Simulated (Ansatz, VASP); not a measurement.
## TiO2: VASP beside Ansatz

INCAR

```
SYSTEM = TiO2
ALGO = Normal
DIPOL = 0.5 0.5 0.500
EDIFF = 1E-7
ENCUT = 520
GGA = PS
IDIPOL = 3
ISIF = 2
ISMEAR = 0
LASPH = .TRUE.
LCHARG = .FALSE.
LDIPOL = .TRUE.
LREAL = Auto
LWAVE = .FALSE.
NBANDS = 114
NELM = 60
PREC = Accurate
SIGMA = 0.05
```

File KPOINTS:

```
k-points
0
G
  9 4 1
  0 0 0
```

The input POSCAR:

```
TiO2
1.0
    2.9389940238      0.0000000000      0.0000000000
    0.0000000000      6.4930046438      0.0000000000
    0.0000000000      0.0000000000     27.2790672510
O Ti
16 8
Direct
    0.0000000000      0.0000000000      0.2749360867
    0.5000000000      0.3044387441      0.3214838712
    0.5000000000      0.6955612559      0.3214838712
    0.0000000000      0.0000000000      0.3680316557
    0.0000000000      0.5000000000      0.3939468393
    0.5000000000      0.8044387441      0.4404946237
    0.5000000000      0.1955612559      0.4404946237
    0.0000000000      0.5000000000      0.4870424082
    0.0000000000      0.0000000000      0.5129575918
    0.5000000000      0.3044387441      0.5595053763
    0.5000000000      0.6955612559      0.5595053763
    0.0000000000      0.0000000000      0.6060531607
    0.0000000000      0.5000000000      0.6319683443
    0.5000000000      0.8044387441      0.6785161288
    0.5000000000      0.1955612559      0.6785161288
    0.0000000000      0.5000000000      0.7250639133
    0.0000000000      0.5000000000      0.3214838712
    0.5000000000      0.0000000000      0.3214838712
    0.0000000000      0.0000000000      0.4404946237
    0.5000000000      0.5000000000      0.4404946237
    0.0000000000      0.5000000000      0.5595053763
    0.5000000000      0.0000000000      0.5595053763
    0.0000000000      0.0000000000      0.6785161288
    0.5000000000      0.5000000000      0.6785161288
```

Input for Ansatz:

```yaml
crystal:
  lattice:
    - [2.9389940238, 0.0, 0.0]
    - [0.0, 6.4930046438, 0.0]
    - [0.0, 0.0, 27.279067251]
  atoms:
    - { symbol: O, position: [0.0, 0.0, 0.2749360867] }
    - { symbol: Ti, position: [0.0, 0.5, 0.3214838712] }
    - { symbol: Ti, position: [0.5, 0.0, 0.3214838712] }
    - { symbol: O, position: [0.5, 0.3044387441, 0.3214838712] }
    - { symbol: O, position: [0.5, 0.6955612559, 0.3214838712] }
    - { symbol: O, position: [0.0, 0.0, 0.3680316557] }
    - { symbol: O, position: [0.0, 0.5, 0.3939468393] }
    - { symbol: Ti, position: [0.0, 0.0, 0.4404946237] }
    - { symbol: Ti, position: [0.5, 0.5, 0.4404946237] }
    - { symbol: O, position: [0.5, 0.8044387441, 0.4404946237] }
    - { symbol: O, position: [0.5, 0.1955612559, 0.4404946237] }
    - { symbol: O, position: [0.0, 0.5, 0.4870424082] }
    - { symbol: O, position: [0.0, 0.0, 0.5129575918] }
    - { symbol: Ti, position: [0.0, 0.5, 0.5595053763] }
    - { symbol: Ti, position: [0.5, 0.0, 0.5595053763] }
    - { symbol: O, position: [0.5, 0.3044387441, 0.5595053763] }
    - { symbol: O, position: [0.5, 0.6955612559, 0.5595053763] }
    - { symbol: O, position: [0.0, 0.0, 0.6060531607] }
    - { symbol: O, position: [0.0, 0.5, 0.6319683443] }
    - { symbol: Ti, position: [0.0, 0.0, 0.6785161288] }
    - { symbol: Ti, position: [0.5, 0.5, 0.6785161288] }
    - { symbol: O, position: [0.5, 0.8044387441, 0.6785161288] }
    - { symbol: O, position: [0.5, 0.1955612559, 0.6785161288] }
    - { symbol: O, position: [0.0, 0.5, 0.7250639133] }
basis:
  ecutwfc: 420
kpoints:
  mp_grid: { grid: [9, 4, 1] }
hamiltonian:
  xc: pbesol
scf:
  occupations: { method: gaussian, width: 0.05 }
output:
  forces: true
  stress: true
  eigenvalues: true
  write_density: true
  write_potential: true
  elf: true
  volumetric_format: npy
efield:
  axis: 3
  dipole_correction: true
  ramp_width: 0.04
```

Alike in both runs: task single point; functional PBEsol; k mesh 9 × 4 × 1; occupations gaussian, width 0.05 eV; no spin polarisation.

```csv
,VASP,Ansatz
version,VASP 6.6.1,Ansatz 0.2.0
potentials or method,"VASP PAW PBE potentials, release 64 (O, Ti_sv), cutoff 520 eV","scalar-relativistic, plane waves, PAW"
valence electrons in the cell,192,192
```

VASP gave:

```
gap on the k mesh at the Fermi level (eV) : 1.35
least direct gap on the mesh (eV)         : 1.36
rms of the force components (eV/Å)        : 1.061
```

Problem. Which values does Ansatz return?

Solution. gap on the k mesh at the Fermi level (eV): 1.36; least direct gap on the mesh (eV): 1.37; rms of the force components (eV/Å): 1.070.

VASP's potentials were made for PBE, not for PBEsol. Ansatz's warnings: xc potential rough in thin density.
